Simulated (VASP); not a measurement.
Crystal: HCl.

```xyz
2
Lattice="0.0000 3.4082 3.4083 1.5304 0.0000 3.4083 1.5304 3.4082 0.0000" Properties=species:S:1:pos:R:3 pbc="T T T"
H     0.0000    0.0000    0.0000
Cl    1.5304    3.4082    3.4083
```

Base run:

| Property | Result |
| --- | --- |
| Program | VASP 6.6.1 |
| Functional | PBEsol |
| Potentials or basis | VASP PAW PBE potentials, release 64 (H, Cl) |
| Cutoff | 520 eV |
| k mesh | 6 × 6 × 6 |
| Occupations | gaussian, width 0.01 eV |
| Spin | no spin polarisation |

Its results: band gap on the k mesh 2.61 eV, indirect (least direct gap 2.96 eV); pressure 0.6 GPa.

Question: The run is repeated on the same cell with these changes: functional from PBEsol to r2SCAN. What comes out?

Answer: Band gap on the k mesh 2.98 eV, indirect (least direct gap 3.33 eV); pressure 0.4 GPa.

r2SCAN gives the wider gap, since meta-GGAs in the generalised Kohn-Sham scheme recover part of the derivative discontinuity.

Caveats: the PAW data sets were made with another functional, which shifts forces and pressure a little.

A k mesh can miss the band edges.
